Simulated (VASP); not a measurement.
# Li in VASP: a series of runs

Li is run at these levels: PBE; tasks: single point.

Everything below comes from runs of VASP 6.6.1. Logs are shortened: lines on timing, memory, paths and dates and some standing lists are left out, and cuts for length are marked.

**1. The cell of the first run**

The cell holds a sheet with vacuum, 4 atoms: a = 3.714 Å, b = 3.714 Å, c = 33.144 Å, α = 90.00°, β = 90.00°, γ = 90.00°.

**2. Single point, PBE**

Contents of INCAR:

```
SYSTEM = Li
  PREC = Accurate
  ENCUT = 520
  EDIFF = 1E-6
  ISMEAR = 0
  SIGMA = 0.1
  LREAL = .FALSE.
  LASPH = .TRUE.
  NELM = 100
  ALGO = Normal
  ISIF = 2
  LWAVE = .FALSE.
  LCHARG = .TRUE.
  LDIPOL = .TRUE.
  IDIPOL = 3
  DIPOL = 0.5 0.5 0.256
  GGA = PE
  LELF = .TRUE.
  LVHAR = .TRUE.
  LVACPOTAV = .TRUE.
  NBANDS = 14
```

Contents of KPOINTS:

```
Automatic mesh
0
G
  12 12 1
  0 0 0
```

Contents of POSCAR:

```
Li
1.0
    3.7144231883      0.0000000000      0.0000000000
    0.0000000000      3.7144231883      0.0000000000
    0.0000000000      0.0000000000     33.1442305057
Li
4
Direct
    0.0000000000      1.0000000000      0.3255910730
    0.0000000000      1.0000000000      0.1873187077
    0.0000000000      0.5000000000      0.2564548904
    0.5000000000      1.0000000000      0.2564548904
```

Potentials or basis: VASP PAW PBE potentials, release 64 (Li_sv).

On the command line:

```
> cat potpaw_PBE.64/Li_sv/POTCAR > POTCAR
> mpirun -np 1 vasp_std > vasp.out
```

OUTCAR:

```text
SYSTEM = Li
   PREC = Accurate
   ENCUT = 520
   EDIFF = 1E-6
   ISMEAR = 0
   LREAL = .FALSE.
   LASPH = .TRUE.
   NELM = 100
   ISIF = 2
   GGA = PE

 ion  position               nearest neighbor table
   1  0.000  0.000  0.326-
   2  0.000  0.000  0.187-
   3  0.000  0.500  0.256-
   4  0.500  0.000  0.256-

  LATTYP: Found a simple tetragonal cell.
 ALAT       =     3.7144231883
 C/A-ratio  =     8.9231164101

  Lattice vectors:

 A1 = (   3.7144231883,   0.0000000000,   0.0000000000)
 A2 = (   0.0000000000,   3.7144231883,   0.0000000000)
 A3 = (   0.0000000000,   0.0000000000,  33.1442305057)

Analysis of symmetry for initial positions (statically):
=====================================================================
 Subroutine PRICEL returns:
 Original cell was already a primitive cell.

 Routine SETGRP: Setting up the symmetry group for a
 simple tetragonal supercell.

 Subroutine GETGRP returns: Found 16 space group operations
 (whereof  8 operations were pure point group operations)
 out of a pool of 16 trial point group operations.

The static configuration has the point symmetry C_4v.
 The point group associated with its full space group is D_4h.

Analysis of symmetry for dynamics (positions and initial velocities):
=====================================================================
 Subroutine PRICEL returns:
 Original cell was already a primitive cell.

 Routine SETGRP: Setting up the symmetry group for a
 simple tetragonal supercell.

 Subroutine GETGRP returns: Found 16 space group operations
 (whereof  8 operations were pure point group operations)
 out of a pool of 16 trial point group operations.

The dynamic configuration has the point symmetry C_4v.
 The point group associated with its full space group is D_4h.

 Subroutine INISYM returns: Found 16 space group operations
 (whereof  8 operations are pure point group operations),
 and found     1 'primitive' translations

----------------------------------------------------------------------------------------

                                     Primitive cell

  volume of cell :     457.2889

  direct lattice vectors                    reciprocal lattice vectors
     3.714423188  0.000000000  0.000000000     0.269220805  0.000000000  0.000000000
     0.000000000  3.714423188  0.000000000     0.000000000  0.269220805  0.000000000
     0.000000000  0.000000000 33.144230506     0.000000000  0.000000000  0.030171164

  length of vectors
     3.714423188  3.714423188 33.144230506     0.269220805  0.269220805  0.030171164

  position of ions in fractional coordinates (direct lattice)
     0.000000000  0.000000000  0.325591073
     0.000000000  0.000000000  0.187318708
[... 104 lines left out ...]
  Thomas-Fermi vector in A             =   1.487270
   LORBIT       =      0    0 simple, 1 ext, 2 COOP (PROOUT), +10 PAW based schemes
   GGA     = PE    functional components
   LHFCALC =     F    Hartree Fock is set to
   AEXX    =    0.0000 exact exchange contribution
   IVDW    =     0    specifies the selected vdW correction
   LEPSILON=     F    determine dielectric tensor
   LRPA    =     F    only Hartree local field effects (RPA)
 non-spin polarized calculation
 Gauss-broadening in eV      SIGMA  =   0.10
  energy-cutoff  :      520.00
  volume of cell :      457.29
 maximum number of plane-waves:     12366
 NGX is ok and might be reduce to    28
   NGX = 13   NGY = 13   NGZ =123

 number of electron      11.9999966 magnetization

 dipolmoment           0.000000      0.000000     -0.000000 electrons x Angstroem

 Free energy of the ion-electron system (eV)
  ---------------------------------------------------
  ext. energy  EPLUGINS =         0.00000000
  ---------------------------------------------------
  free energy    TOTEN  =        -6.37408117 eV

  energy without entropy =       -6.36459389  energy(sigma->0) =       -6.36933753

 E-fermi :  -1.9775     XC(G=0):  -1.8666

 val. band max:       -2.0132457112   @ k =   0.4167   0.1667   0.0000
 cond. band min:      -1.9575902832   @ k =   0.4167   0.2500   0.0000
 fundamental gap:      0.0556554280
 Fermi energy:        -1.9775279543

 k-point     1 :       0.0000    0.0000    0.0000
  band No.  band energies     occupation
      1     -49.5916      2.00000
      2     -49.5915      2.00000
      3     -48.5113      2.00000
      4     -48.4507      2.00000
      5      -5.0528      2.00000
      6      -3.8305      2.00000
      7      -2.1460      1.98283
      8      -1.2721      0.00000
      9       0.4036      0.00000
     10       0.5651      0.00000
     11       0.7903      0.00000
     12       1.2356      0.00000
     13       1.5476      0.00000
     14       2.1446      0.00000
[... 377 lines left out ...]
      1     -49.5907      2.00000
      2     -49.5907      2.00000
      3     -48.4841      2.00000
      4     -48.4762      2.00000
      5      -2.8951      2.00000
      6      -1.7459      0.00106
      7      -1.2771      0.00000
      8       0.0349      0.00000
      9       0.0389      0.00000
     10       0.2212      0.00000
     11       1.6183      0.00000
     12       2.1534      0.00000
     13       2.7106      0.00000
     14       2.9306      0.00000

 [... further k-points ...]

------------------------ aborting loop because EDIFF is reached ----------------------------------------

 vacuum level on the upper side and lower side of the slab       (xc-potential included)        -0.175        -0.172

  FORCE on cell =-STRESS in cart. coord.  units (eV):
  Direction    XX          YY          ZZ          XY          YZ          ZX
  --------------------------------------------------------------------------------------
  -------------------------------------------------------------------------------------
  Total       -0.0498383     -0.0498383     -0.0769465      0.0000000      0.0000000      0.0000000
  in kB       -0.1746158     -0.1746158     -0.2695930      0.0000000      0.0000000      0.0000000
  external PRESSURE =      -0.2062748 kB  Pullay stress =       0.0000000 kB

 VOLUME and BASIS-vectors are now :
 -----------------------------------------------------------------------------
  energy-cutoff  :      520.00
  volume of cell :      457.29
      direct lattice vectors                 reciprocal lattice vectors
     3.714423188  0.000000000  0.000000000     0.269220805  0.000000000  0.000000000
     0.000000000  3.714423188  0.000000000     0.000000000  0.269220805  0.000000000
     0.000000000  0.000000000 33.144230506     0.000000000  0.000000000  0.030171164

 POSITION                                       TOTAL-FORCE (eV/Angst)
 -----------------------------------------------------------------------------------
      0.00000      0.00000     10.79147         0.000000      0.000000     -0.002515
      0.00000      0.00000      6.20853        -0.000000      0.000000      0.002515
      0.00000      1.85721      8.50000         0.000000      0.000000     -0.000000
      1.85721      0.00000      8.50000         0.000000      0.000000     -0.000000
 -----------------------------------------------------------------------------------
    total drift:                                0.000000      0.000000     -0.000006

  FREE ENERGIE OF THE ION-ELECTRON SYSTEM (eV)
  ---------------------------------------------------
  free  energy   TOTEN  =        -6.3740811700 eV

  energy  without entropy=       -6.3645938945  energy(sigma->0) =       -6.36933753

 vacuum level on the upper side and lower side of the slab         0.649         0.649
```

OSZICAR:

```text
N       E                     dE             d eps       ncg     rms          rms(c)
DAV:   1     0.370854430908E+02    0.37085E+02   -0.62658E+03   888   0.604E+02
DAV:   2     0.644070598525E+01   -0.30645E+02   -0.28708E+02  1042   0.142E+02
DAV:   3    -0.562441351468E+01   -0.12065E+02   -0.11864E+02  1538   0.467E+01
[... 13 lines left out ...]
DAV:  17    -0.637406399971E+01   -0.40387E-04   -0.14472E-05  1024   0.762E-03    0.175E-03
DAV:  18    -0.637407271736E+01   -0.87176E-05   -0.69816E-07   974   0.269E-03    0.822E-04
DAV:  19    -0.637407842307E+01   -0.57057E-05   -0.29979E-07   842   0.141E-03    0.338E-04
DAV:  20    -0.637408057269E+01   -0.21496E-05   -0.18192E-07   866   0.938E-04    0.210E-04
DAV:  21    -0.637408117000E+01   -0.59731E-06   -0.41446E-08   728   0.496E-04
   1 F= -.63740812E+01 E0= -.63693375E+01  d E =-.948728E-02
```

stdout:

```text
POSCAR found type information on POSCAR Li
 POSCAR found :  1 types and       4 ions
 scaLAPACK will be used
 LDA part: xc-table for (Slater+PW92), standard interpolation
 POSCAR, INCAR and KPOINTS ok, starting setup
 FFT: planning ... GRIDC
 FFT: planning ... GRID_SOFT
 FFT: planning ... GRID
 WAVECAR not read
 entering main loop
```

It took 2.2 min on 1 thread of Intel Xeon 6975P-C (Granite Rapids), shared host; peak memory 0.5 GiB.

What came out:

```
Free energy                     : -6.3741 eV
Band gap on the k mesh          : zero (band 6 reaches -1.50 eV, above the bottom of band 7 at -2.27 eV)
Work function of the upper face : 2.63 eV
Work function of the lower face : 2.63 eV
```

Forces on the atoms (eV/Å):
```
Li   0.000  0.000 -0.003
Li   0.000  0.000  0.003
Li   0.000  0.000  0.000
Li   0.000  0.000  0.000
```

Caveat: the cutoff is under 1.25 times the usual one of these potentials, so pressure, stress and relaxed cells hold a basis-set (Pulay) error.

**3. Single point, PBE**

Contents of INCAR:

```
  PREC = Accurate
  ENCUT = 520
  EDIFF = 1E-6
  ISMEAR = 0
  SIGMA = 0.1
  LREAL = F
  LASPH = T
  NELM = 100
  ALGO = Normal
  ISIF = 2
  LWAVE = F
  LCHARG = F
  LDIPOL = T
  IDIPOL = 3
  DIPOL = 0.5 0.5 0.256
  GGA = PE
  NBANDS = 14
```

Contents of KPOINTS:

```
Automatic mesh
0
Gamma
  12 12 1
```

POSCAR is that of step 2.

Potentials or basis: VASP PAW PBE potentials, release 64 (Li_sv).

On the command line:

```
> cat potpaw_PBE.64/Li_sv/POTCAR > POTCAR
> mpirun -np 1 vasp_std > vasp.out
```

OUTCAR:

```text
PREC = Accurate
   ENCUT = 520
   EDIFF = 1E-6
   ISMEAR = 0
   LREAL = F
   LASPH = T
   NELM = 100
   ISIF = 2
   GGA = PE

 ion  position               nearest neighbor table
   1  0.000  0.000  0.326-
   2  0.000  0.000  0.187-
   3  0.000  0.500  0.256-
   4  0.500  0.000  0.256-

  LATTYP: Found a simple tetragonal cell.
 ALAT       =     3.7144231883
 C/A-ratio  =     8.9231164101

  Lattice vectors:

 A1 = (   3.7144231883,   0.0000000000,   0.0000000000)
 A2 = (   0.0000000000,   3.7144231883,   0.0000000000)
 A3 = (   0.0000000000,   0.0000000000,  33.1442305057)

Analysis of symmetry for initial positions (statically):
=====================================================================
 Subroutine PRICEL returns:
 Original cell was already a primitive cell.

 Routine SETGRP: Setting up the symmetry group for a
 simple tetragonal supercell.

 Subroutine GETGRP returns: Found 16 space group operations
 (whereof  8 operations were pure point group operations)
 out of a pool of 16 trial point group operations.

[... 571 lines left out ...]
      1     -49.5907      2.00000
      2     -49.5907      2.00000
      3     -48.4841      2.00000
      4     -48.4762      2.00000
      5      -2.8951      2.00000
      6      -1.7459      0.00106
      7      -1.2771      0.00000
      8       0.0349      0.00000
      9       0.0389      0.00000
     10       0.2212      0.00000
     11       1.6183      0.00000
     12       2.1534      0.00000
     13       2.7106      0.00000
     14       2.9306      0.00000

 [... further k-points ...]

------------------------ aborting loop because EDIFF is reached ----------------------------------------

 vacuum level on the upper side and lower side of the slab       (xc-potential included)        -0.007        -0.007

  FORCE on cell =-STRESS in cart. coord.  units (eV):
  Direction    XX          YY          ZZ          XY          YZ          ZX
  --------------------------------------------------------------------------------------
  -------------------------------------------------------------------------------------
  Total       -0.0498383     -0.0498383     -0.0769465      0.0000000      0.0000000      0.0000000
  in kB       -0.1746158     -0.1746158     -0.2695930      0.0000000      0.0000000      0.0000000
  external PRESSURE =      -0.2062748 kB  Pullay stress =       0.0000000 kB

 VOLUME and BASIS-vectors are now :
 -----------------------------------------------------------------------------
  energy-cutoff  :      520.00
  volume of cell :      457.29
      direct lattice vectors                 reciprocal lattice vectors
     3.714423188  0.000000000  0.000000000     0.269220805  0.000000000  0.000000000
     0.000000000  3.714423188  0.000000000     0.000000000  0.269220805  0.000000000
     0.000000000  0.000000000 33.144230506     0.000000000  0.000000000  0.030171164

 POSITION                                       TOTAL-FORCE (eV/Angst)
 -----------------------------------------------------------------------------------
      0.00000      0.00000     10.79147         0.000000      0.000000     -0.002515
      0.00000      0.00000      6.20853        -0.000000      0.000000      0.002515
      0.00000      1.85721      8.50000         0.000000      0.000000     -0.000000
      1.85721      0.00000      8.50000         0.000000      0.000000     -0.000000
 -----------------------------------------------------------------------------------
    total drift:                                0.000000      0.000000     -0.000006

  FREE ENERGIE OF THE ION-ELECTRON SYSTEM (eV)
  ---------------------------------------------------
  free  energy   TOTEN  =        -6.3740811700 eV

  energy  without entropy=       -6.3645938945  energy(sigma->0) =       -6.36933753

 vacuum level on the upper side and lower side of the slab         0.643         0.643
```

Wall time 2.3 min (1 thread of Intel Xeon 6975P-C (Granite Rapids), shared host); peak memory 0.49 GiB.

Results:

| Property | Result |
| --- | --- |
| Free energy | -6.3741 eV |
| Band gap on the k mesh | zero (band 6 reaches -1.50 eV, above the bottom of band 7 at -2.27 eV) |

Forces in eV/Å, atoms in the order of the input:
```
Li   0.000  0.000 -0.003
Li   0.000  0.000  0.003
Li   0.000  0.000  0.000
Li   0.000  0.000  0.000
```

Caveat: the cutoff is under 1.25 times the usual one of these potentials, so pressure, stress and relaxed cells hold a basis-set (Pulay) error.

**4. Single point, PBE**

This run uses another cell than the first one, of 103.31 Å³/atom, 0.904 times its volume.

Contents of INCAR:

```
SYSTEM = Li
PREC = Accurate
ENCUT = 520
EDIFF = 1E-6
ISMEAR = 0
SIGMA = 0.1
LREAL = .FALSE.
LASPH = .TRUE.
NELM = 100
ALGO = Normal
ISIF = 2
LWAVE = .FALSE.
LCHARG = .FALSE.
LDIPOL = .TRUE.
IDIPOL = 3
DIPOL = 0.5 0.5 0.276
GGA = PE
NBANDS = 14
```

Contents of KPOINTS:

```
Automatic mesh
0
G
  12 12 1
  0 0 0
```

Contents of POSCAR:

```
Li
1.0
    3.6623524526      0.0000000000      0.0000000000
    0.0000000000      3.6623524526      0.0000000000
    0.0000000000      0.0000000000     30.8089840745
Li
4
Direct
    0.0000000000      1.0000000000      0.3517174601
    0.0000000000      1.0000000000      0.2000696407
    0.0000000000      0.5000000000      0.2758935504
    0.5000000000      1.0000000000      0.2758935504
```

Potentials or basis: VASP PAW PBE potentials, release 64 (Li_sv).

On the command line:

```
> cat potpaw_PBE.64/Li_sv/POTCAR > POTCAR
> mpirun -np 1 vasp_std > vasp.out
```

OUTCAR:

```text
SYSTEM = Li
   PREC = Accurate
   ENCUT = 520
   EDIFF = 1E-6
   ISMEAR = 0
   LREAL = .FALSE.
   LASPH = .TRUE.
   NELM = 100
   ISIF = 2
   GGA = PE

 ion  position               nearest neighbor table
   1  0.000  0.000  0.352-
   2  0.000  0.000  0.200-
   3  0.000  0.500  0.276-   4 2.59   4 2.59   4 2.59   4 2.59
   4  0.500  0.000  0.276-   3 2.59   3 2.59   3 2.59   3 2.59

  LATTYP: Found a simple tetragonal cell.
 ALAT       =     3.6623524526
[... 616 lines left out ...]
  --------------------------------------------------------------------------------------
  -------------------------------------------------------------------------------------
  Total        0.1275552      0.1275552     -0.2527189      0.0000000      0.0000000      0.0000000
  in kB        0.4945511      0.4945511     -0.9798300      0.0000000      0.0000000      0.0000000
  external PRESSURE =       0.0030908 kB  Pullay stress =       0.0000000 kB

 VOLUME and BASIS-vectors are now :
 -----------------------------------------------------------------------------
  energy-cutoff  :      520.00
  volume of cell :      413.24
      direct lattice vectors                 reciprocal lattice vectors
     3.662352453  0.000000000  0.000000000     0.273048543  0.000000000  0.000000000
     0.000000000  3.662352453  0.000000000     0.000000000  0.273048543  0.000000000
     0.000000000  0.000000000 30.808984074     0.000000000  0.000000000  0.032458065

 POSITION                                       TOTAL-FORCE (eV/Angst)
 -----------------------------------------------------------------------------------
      0.00000      0.00000     10.83606         0.000000      0.000000     -0.040415
      0.00000      0.00000      6.16394         0.000000      0.000000      0.040415
      0.00000      1.83118      8.50000         0.000000     -0.000000     -0.000000
      1.83118      0.00000      8.50000         0.000000      0.000000     -0.000000
 -----------------------------------------------------------------------------------
    total drift:                                0.000000      0.000000      0.000011

  FREE ENERGIE OF THE ION-ELECTRON SYSTEM (eV)
  ---------------------------------------------------
  free  energy   TOTEN  =        -6.3693764657 eV

  energy  without entropy=       -6.3599328251  energy(sigma->0) =       -6.36465465

 vacuum level on the upper side and lower side of the slab         0.724         0.724
```

It took 2.1 min on 1 thread of Intel Xeon 6975P-C (Granite Rapids), shared host; peak memory 0.48 GiB.

Results:

```yaml
Free_energy: -6.3694 eV
Largest_force: 0.040 eV/Å
Band_gap_on_the_k_mesh: zero (band 6 reaches -1.47 eV, above the bottom of band 7 at -2.25 eV)
```

Forces in eV/Å, atoms in the order of the input:
```
Li   0.000  0.000 -0.040
Li   0.000  0.000  0.040
Li   0.000  0.000  0.000
Li   0.000  0.000  0.000
```

Caveat: the cutoff is under 1.25 times the usual one of these potentials, so pressure, stress and relaxed cells hold a basis-set (Pulay) error.
